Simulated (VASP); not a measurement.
# Nb (Im-3m) in VASP: a series of runs

The runs below take Nb through single point, relaxation of cell and atoms, with PBEsol.

Everything below comes from runs of VASP 6.6.1. Logs are shortened: lines on timing, memory, paths and dates and some standing lists are left out, and cuts for length are marked.

## Step 1: The cell of the first run

It takes space group Im-3m (No. 229, cubic). The conventional cell has a = 3.337 Å, b = 3.337 Å, c = 3.337 Å, α = 90.00°, β = 90.00°, γ = 90.00°. Within 3.8 Å of Nb (site symmetry m-3m) lie 14 Nb at 2.89 to 3.34 Å.

## Step 2: Single point, PBEsol (volume scaled by 1.06)

File INCAR:

```
SYSTEM = Nb
  PREC = Accurate
  ENCUT = 520
  EDIFF = 1E-6
  ISMEAR = 0
  SIGMA = 0.1
  LREAL = .FALSE.
  LASPH = .TRUE.
  NELM = 80
  ALGO = Normal
  ISIF = 2
  LWAVE = .FALSE.
  LCHARG = .FALSE.
  GGA = PS
  NBANDS = 12
```

File KPOINTS:

```
Automatic mesh
0
G
  18 18 18
  0 0 0
```

File POSCAR:

```
Nb
1.0
   -1.6683131806      1.6683131806      1.6683131806
    1.6683131806     -1.6683131806      1.6683131806
    1.6683131806      1.6683131806     -1.6683131806
Nb
1
Direct
    0.0000000000      0.0000000000      0.0000000000
```

Potentials or basis: VASP PAW PBE potentials, release 64 (Nb_sv).

On the command line:

```bash
> cat potpaw_PBE.64/Nb_sv/POTCAR > POTCAR
> mpirun -np 1 vasp_std > vasp.out
```

OUTCAR:

```text
SYSTEM = Nb
   PREC = Accurate
   ENCUT = 520
   EDIFF = 1E-6
   ISMEAR = 0
   LREAL = .FALSE.
   LASPH = .TRUE.
   NELM = 80
   ISIF = 2
   GGA = PS

 ion  position               nearest neighbor table
   1  0.000  0.000  0.000-

  LATTYP: Found a body centered cubic cell.
 ALAT       =     3.3366263612

  Lattice vectors:

 A1 = (  -1.6683131806,   1.6683131806,   1.6683131806)
 A2 = (   1.6683131806,  -1.6683131806,   1.6683131806)
 A3 = (   1.6683131806,   1.6683131806,  -1.6683131806)

Analysis of symmetry for initial positions (statically):
=====================================================================
 Subroutine PRICEL returns:
 Original cell was already a primitive cell.

 Routine SETGRP: Setting up the symmetry group for a
 body centered cubic supercell.

 Subroutine GETGRP returns: Found 48 space group operations
 (whereof 48 operations were pure point group operations)
 out of a pool of 48 trial point group operations.

The static configuration has the point symmetry O_h .

Analysis of symmetry for dynamics (positions and initial velocities):
=====================================================================
 Subroutine PRICEL returns:
 Original cell was already a primitive cell.

 Routine SETGRP: Setting up the symmetry group for a
 body centered cubic supercell.

 Subroutine GETGRP returns: Found 48 space group operations
 (whereof 48 operations were pure point group operations)
 out of a pool of 48 trial point group operations.

The dynamic configuration has the point symmetry O_h .

 Subroutine INISYM returns: Found 48 space group operations
 (whereof 48 operations are pure point group operations),
 and found     1 'primitive' translations

----------------------------------------------------------------------------------------

                                     Primitive cell

  volume of cell :      18.5735

  direct lattice vectors                    reciprocal lattice vectors
    -1.668313181  1.668313181  1.668313181     0.000000000  0.299703920  0.299703920
     1.668313181 -1.668313181  1.668313181     0.299703920  0.000000000  0.299703920
     1.668313181  1.668313181 -1.668313181     0.299703920  0.299703920  0.000000000

  length of vectors
     2.889603192  2.889603192  2.889603192     0.423845348  0.423845348  0.423845348

  position of ions in fractional coordinates (direct lattice)
     0.000000000  0.000000000  0.000000000

  ion indices of the primitive-cell ions
   primitive index   ion index
[... 76 lines left out ...]
   NSW    =      0    number of steps for IOM
   IBRION =     -1    ionic relax: 0-MD 1-quasi-New 2-CG
   NFREE  =      0    steps in history (QN), initial steepest desc. (CG)
   ISIF   =      2    stress and relaxation
   ISYM   =      2    0-nonsym 1-usesym 2-fastsym
   POTIM  = 0.5000    time-step for ionic-motion
   TEBEG  =    0.0;   TEEND  =   0.0 temperature during run
   PSTRESS=    0.0 pullay stress
   NELECT =      13.0000    total number of electrons
   NUPDOWN=      -1.0000    fix difference up-down
   EMIN   =  10.00;   EMAX   =-10.00  energy-range for DOS
   EFERMI =   0.00;   METHOD = LEGACY
   ISMEAR =     0;   SIGMA  =   0.10  broadening in eV -4-tet -1-fermi 0-gaus
   EFERMI_NEDOS =   21; number of points for ismear=-14 and -15
   IALGO  =     38    algorithm
   IMIX   =      4    mixing-type and parameters
     AMIX     =   0.40;   BMIX     =  1.00
     AMIX_MAG =   1.60;   BMIX_MAG =  1.00
  volume/ion in A,a.u.               =      18.57       125.34
  Fermi-wavevector in a.u.,A,eV,Ry     =   1.453533  2.746780 28.745839  2.112760
  Thomas-Fermi vector in A             =   2.570789
   LORBIT       =      0    0 simple, 1 ext, 2 COOP (PROOUT), +10 PAW based schemes
   GGA     = PS    functional components
   LHFCALC =     F    Hartree Fock is set to
   AEXX    =    0.0000 exact exchange contribution
   IVDW    =     0    specifies the selected vdW correction
   LEPSILON=     F    determine dielectric tensor
   LRPA    =     F    only Hartree local field effects (RPA)
 non-spin polarized calculation
 Gauss-broadening in eV      SIGMA  =   0.10
  energy-cutoff  :      520.00
  volume of cell :       18.57
 maximum number of plane-waves:       531
 NGX is ok and might be reduce to    24
   NGX = 11   NGY = 11   NGZ = 11

 number of electron      12.9999999 magnetization

 Free energy of the ion-electron system (eV)
  ---------------------------------------------------
  ext. energy  EPLUGINS =         0.00000000
  ---------------------------------------------------
  free energy    TOTEN  =       -10.92225803 eV

  energy without entropy =      -10.91371218  energy(sigma->0) =      -10.91798510

 E-fermi :  10.5973     XC(G=0): -12.4717

 val. band max:       10.5930575745   @ k =   0.3333   0.2222   0.0556
 cond. band min:      10.6114143326   @ k =  -0.3333   0.4444   0.0556
 fundamental gap:      0.0183567581
 Fermi energy:        10.5972747114

 k-point     1 :       0.0000    0.0000    0.0000
  band No.  band energies     occupation
      1     -43.6944      2.00000
      2     -19.0725      2.00000
      3     -19.0725      2.00000
      4     -19.0725      2.00000
      5       4.7077      2.00000
      6      10.9925      0.00000
      7      10.9925      0.00000
      8      10.9925      0.00000
      9      13.8010      0.00000
     10      13.8010      0.00000
     11      24.7482      0.00000
     12      24.7482      0.00000
[... 331 lines left out ...]
 k-point    24 :       0.3889    0.1111    0.0000
  band No.  band energies     occupation
      1     -43.4757      2.00000
      2     -20.2379      2.00000
      3     -19.5014      2.00000
      4     -19.1367      2.00000
      5       7.3759      2.00000
      6       9.1694      2.00000
      7      11.6425      0.00000
      8      13.6819      0.00000
      9      14.7130      0.00000
     10      17.1268      0.00000
     11      22.1284      0.00000
     12      22.9874      0.00000

 [... further k-points ...]
[... 5 lines left out ...]
  --------------------------------------------------------------------------------------
  -------------------------------------------------------------------------------------
  Total       -1.1266999     -1.1266999     -1.1266999     -0.0000000     -0.0000000      0.0000000
  in kB      -97.1910127    -97.1910127    -97.1910127     -0.0000000     -0.0000000      0.0000000
  external PRESSURE =     -97.1910127 kB  Pullay stress =       0.0000000 kB

 VOLUME and BASIS-vectors are now :
 -----------------------------------------------------------------------------
  energy-cutoff  :      520.00
  volume of cell :       18.57
      direct lattice vectors                 reciprocal lattice vectors
    -1.668313181  1.668313181  1.668313181     0.000000000  0.299703920  0.299703920
     1.668313181 -1.668313181  1.668313181     0.299703920  0.000000000  0.299703920
     1.668313181  1.668313181 -1.668313181     0.299703920  0.299703920  0.000000000

 POSITION                                       TOTAL-FORCE (eV/Angst)
 -----------------------------------------------------------------------------------
      0.00000      0.00000      0.00000        -0.000000     -0.000000     -0.000000
 -----------------------------------------------------------------------------------
    total drift:                                0.000000     -0.000000     -0.000000

  FREE ENERGIE OF THE ION-ELECTRON SYSTEM (eV)
  ---------------------------------------------------
  free  energy   TOTEN  =       -10.9222580280 eV

  energy  without entropy=      -10.9137121789  energy(sigma->0) =      -10.91798510
```

OSZICAR:

```text
N       E                     dE             d eps       ncg     rms          rms(c)
DAV:   1     0.113960145989E+03    0.11396E+03   -0.72841E+03  4720   0.108E+03
DAV:   2    -0.676046256719E+01   -0.12072E+03   -0.11631E+03  5128   0.385E+02
DAV:   3    -0.111641940879E+02   -0.44037E+01   -0.42003E+01  6692   0.646E+01
DAV:   4    -0.114455596283E+02   -0.28137E+00   -0.27900E+00  6608   0.147E+01
DAV:   5    -0.114555676698E+02   -0.10008E-01   -0.10003E-01  6744   0.234E+00    0.704E+00
DAV:   6    -0.109787505511E+02    0.47682E+00   -0.69653E-01  7536   0.104E+01    0.241E+00
DAV:   7    -0.109187614868E+02    0.59989E-01   -0.19695E-01  7756   0.542E+00    0.969E-01
DAV:   8    -0.109222013798E+02   -0.34399E-02   -0.12039E-02  5656   0.142E+00    0.601E-02
DAV:   9    -0.109222479486E+02   -0.46569E-04   -0.95242E-04  7980   0.326E-01    0.336E-02
DAV:  10    -0.109222613966E+02   -0.13448E-04   -0.15666E-05  5676   0.498E-02    0.114E-02
DAV:  11    -0.109222581160E+02    0.32806E-05   -0.45915E-06  6068   0.357E-02    0.268E-03
DAV:  12    -0.109222580280E+02    0.87998E-07   -0.22574E-07  3172   0.722E-03
   1 F= -.10922258E+02 E0= -.10917985E+02  d E =-.854585E-02
```

Run time: 47 s. Hardware: 1 thread of Intel Xeon 8259CL, shared host; peak memory 0.17 GiB.

What came out:

```yaml
Free_energy: -10.9223 eV
Pressure: -9.7 GPa
```

Caveat: the cell differs from its parent crystal (volume scaled by 1.06); the PAW data sets were made with another functional, which shifts forces and pressure a little.

## Step 3: Single point, PBEsol (volume scaled by 1.10)

File INCAR:

```
SYSTEM = Nb
PREC = Accurate
ENCUT = 520
EDIFF = 1E-6
ISMEAR = 0
SIGMA = 0.1
LREAL = .False.
LASPH = .True.
NELM = 80
ALGO = Fast
ISIF = 2
LWAVE = .False.
LCHARG = .False.
GGA = PS
NBANDS = 12
```

File KPOINTS:

```
Automatic mesh
0
Gamma
  18 18 18
  0 0 0
```

File POSCAR:

```
Nb
1.0
   -1.6890396872      1.6890396872      1.6890396872
    1.6890396872     -1.6890396872      1.6890396872
    1.6890396872      1.6890396872     -1.6890396872
Nb
1
Direct
    0.0000000000      0.0000000000      0.0000000000
```

Potentials or basis: VASP PAW PBE potentials, release 64 (Nb_sv).

On the command line:

```bash
> cat potpaw_PBE.64/Nb_sv/POTCAR > POTCAR
> mpirun -np 1 vasp_std > vasp.out
```

It took 1.7 min on 1 thread of Intel Xeon 8259CL, shared host; peak memory 0.17 GiB.

Results (log left out):

```yaml
Free_energy: -10.8690 eV
Pressure: -14.7 GPa
```

Levels at points of the mesh, in eV from the Fermi level:
| k point | band 2 | band 3 | band 4 | band 5 | band 6 | band 7 | band 8 | band 9 | band 10 | band 11 |
| --- | --- | --- | --- | --- | --- | --- | --- | --- | --- | --- |
| (0.00, 0.00, 0.00) | -29.80 | -29.80 | -29.80 | -5.81 | 0.40 | 0.40 | 0.40 | 3.09 | 3.09 | 14.04 |
| (0.50, 0.00, 0.00) | -30.90 | -30.15 | -29.81 | -3.45 | -1.46 | 1.99 | 3.08 | 3.71 | 5.89 | 11.04 |
| (0.50, 0.50, 0.50) | -30.56 | -30.56 | -30.56 | -3.34 | -3.34 | 5.20 | 5.20 | 5.20 | 8.51 | 8.51 |

Caveat: the cell differs from its parent crystal (volume scaled by 1.10); the PAW data sets were made with another functional, which shifts forces and pressure a little.

## Step 4: Relaxation of cell and atoms, PBEsol

This run uses another cell than the first one, of 17.57 Å³/atom, 0.946 times its volume.

File INCAR:

```
SYSTEM = Nb
PREC = Accurate
ENCUT = 600
EDIFF = 1E-7
ISMEAR = 0
SIGMA = 0.1
LREAL = .False.
LASPH = .True.
NELM = 60
ALGO = Normal
ISIF = 3
LWAVE = .False.
LCHARG = .False.
GGA = PS
IBRION = 2
NSW = 100
EDIFFG = -0.005
```

File KPOINTS:

```
regular mesh
0
Gamma
  18 18 18
  0 0 0
```

File POSCAR:

```
Nb
1.0
   -1.6377937010      1.6377937010      1.6377937010
    1.6377937010     -1.6377937010      1.6377937010
    1.6377937010      1.6377937010     -1.6377937010
Nb
1
Direct
    0.0000000000      0.0000000000      0.0000000000
```

On the command line:

```bash
> cat potpaw_PBE.64/Nb_sv/POTCAR > POTCAR
> mpirun -np 1 vasp_std > vasp.out
```

Wall time 1.8 min (1 thread of Intel Xeon 8259CL, shared host); peak memory 0.18 GiB.

Results (log left out):

| Item | Value |
| --- | --- |
| Free energy | -10.9558 eV |
| Relaxed volume | 17.50 Å³/atom |
| Relaxed cell | a = 2.833 Å, b = 2.833 Å, c = 2.833 Å, α = 109.47°, β = 109.47°, γ = 109.47° |
| Space group after relaxing (to 0.05 Å) | Im-3m (No. 229) |
| Energy gained by relaxing | 0.2 meV/atom |
| Ionic steps | 3 |
| Pressure after relaxing | 0.0 GPa |

The path:
```tsv
step	energy change (eV)	largest force (eV/Å)	pressure (GPa)	volume (Å³)
1	0.0000	0.0000	-0.78	17.57
2	0.0005	0.0000	1.50	17.36
3	-0.0002	0.0000	0.00	17.50
```

Final structure:
```cif
data_structure
_symmetry_space_group_name_H-M 'P 1'
_symmetry_Int_Tables_number 1
_cell_length_a 2.8327
_cell_length_b 2.8327
_cell_length_c 2.8327
_cell_angle_alpha 109.471
_cell_angle_beta 109.471
_cell_angle_gamma 109.471
_cell_volume 17.50
loop_
_atom_site_label
_atom_site_type_symbol
_atom_site_fract_x
_atom_site_fract_y
_atom_site_fract_z
_atom_site_occupancy
Nb1 Nb 0.00000 0.00000 0.00000 1
```

Levels at points of the mesh, in eV from the Fermi level:
```
           k point  band 4  band 5  band 6  band 7  band 8  band 9
(0.00, 0.00, 0.00)  -29.47   -6.01    0.37    0.37    0.37    3.38
(0.50, 0.00, 0.00)  -29.49   -3.85   -1.74    2.44    3.43    4.14
(0.50, 0.50, 0.50)  -30.49   -3.89   -3.89    5.86    5.86    5.86
```

Caveat: the PAW data sets were made with another functional, which shifts forces and pressure a little.

## Step 5: The runs side by side

| task | cell | cutoff (eV) | gap on the mesh (eV) | pressure (GPa) |
| --- | --- | --- | --- | --- |
| single point | a = 2.890 Å, angles 109.5°, 1 atom | 520 | none | -9.7 |
| single point | a = 2.926 Å, angles 109.5°, 1 atom | 520 | none | -14.7 |
| relaxation of cell and atoms | relaxed from a = 2.837 Å, angles 109.5°, 1 atom | 600 | none | 0.0 |

Alike in all rows: level PBEsol; potentials or basis VASP PAW PBE potentials, release 64 (Nb_sv); no spin polarisation; k mesh 18 × 18 × 18; smearing gaussian 0.1 eV.

Caveats: the PAW data sets were made with another functional, which shifts forces and pressure a little.

Total energies depend on the potentials used, so only differences within one code and one set of settings carry meaning.
